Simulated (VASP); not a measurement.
The system is CoO.

```
Co O
1.0
     1.50547    0.86918    2.43993
    -1.50547    0.86918    2.43993
     0.00000   -1.73837    2.43993
Co O
1 1
Cartesian
  0.0000 0.0000 0.0000
  0.0000 0.0000 3.6599
```

* Program: VASP 6.6.1
* Task: relaxation of cell and atoms
* Functional: PBEsol
* Potentials or basis: VASP PAW PBE potentials, release 64 (Co, O)
* Cutoff: 600 eV
* k mesh: 12 × 12 × 12
* Occupations: gaussian, width 0.1 eV
* Spin: collinear spin, ferromagnetic start
* Starting moments: [2.64, 0.33] μB

At the start: pressure -9.7 GPa; volume 9.58 Å³/atom.

**Question.** How do energy, volume and symmetry change on relaxing?

**Answer.** Over 3 steps the energy falls by 18.0 meV/atom and the volume is 8.98 Å³/atom (-6.2 %); space group Fm-3m (No. 225, to 0.1 Å) before and after; moment 2.65 μB per cell.

Step by step:
```tsv
step	energy change (eV)	largest force (eV/Å)	pressure (GPa)	volume (Å³)
1	0.0000	0.0000	-9.72	19.16
2	-0.0325	0.0000	3.28	17.59
3	-0.0360	0.0000	-0.13	17.97
```

Final structure:
```yaml
crystal:
  lattice:
    - [1.47410, 0.85107, 2.38707]
    - [-1.47410, 0.85107, 2.38707]
    - [0.00000, -1.70215, 2.38707]
  atoms:
    - { symbol: Co, position: [0.00000, 0.00000, 0.00000] }
    - { symbol: O, position: [0.50000, 0.50000, 0.50000] }
```

Caveat: the PAW data sets were made with another functional, which shifts forces and pressure a little; a cell with one magnetic atom can't hold antiferromagnetic order, which such compounds often take.
